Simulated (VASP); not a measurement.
A run of VASP 6.6.1 is set up as follows.

File INCAR:

```
PREC = Accurate
ENCUT = 600
EDIFF = 1E-6
ISMEAR = 0
SIGMA = 0.1
LREAL = F
LASPH = T
NELM = 100
ALGO = Normal
ISIF = 3
LWAVE = F
LCHARG = F
GGA = PE
IBRION = 2
NSW = 90
EDIFFG = -0.04
```

Contents of KPOINTS:

```
regular mesh
0
Gamma
  6 6 6
```

File POSCAR:

```
Y2S
1.0
    4.6296752200      0.0000000000      0.0000000000
   -2.3148376100      4.0094163500      0.0000000000
    0.0000000000      0.0000000000      3.4312579400
Y S
2 1
Direct
    0.3333333300      0.6666666700      0.5000000000
    0.6666666700      0.3333333300      0.5000000000
    0.0000000000      0.0000000000      0.0000000000
```

Potentials or basis: VASP PAW PBE potentials, release 64 (Y_sv, S).

Command:

```console
$ cat potpaw_PBE.64/Y_sv/POTCAR potpaw_PBE.64/S/POTCAR > POTCAR
$ mpirun -np 1 vasp_std > vasp.out
```

**Question.** Predict the space group after relaxing (to 0.05 Å).

**Answer.** P6/mmm (No. 191).

**Question.** What does it give for the relaxed volume?

**Answer.** 24.23 Å³/atom.

**Question.** What does it give for the relaxed cell?

**Answer.** a = 5.080 Å, b = 5.080 Å, c = 3.253 Å, α = 90.00°, β = 90.00°, γ = 120.00°.

**Question.** Predict the band gap on the k mesh.

**Answer.** Zero (band 14 reaches 5.42 eV, above the bottom of band 15 at 4.33 eV).

Step by step:
```
step  energy change (eV)  largest force (eV/Å)  pressure (GPa)  volume (Å³)
   1              0.0000                0.0000            5.90        63.69
   2             -0.5437                0.0000            0.89        70.77
   3             -0.5513                0.0000            0.53        71.91
   4             -0.5516                0.0000            0.58        71.74
   5             -0.5535                0.0000           -0.02        72.70
```
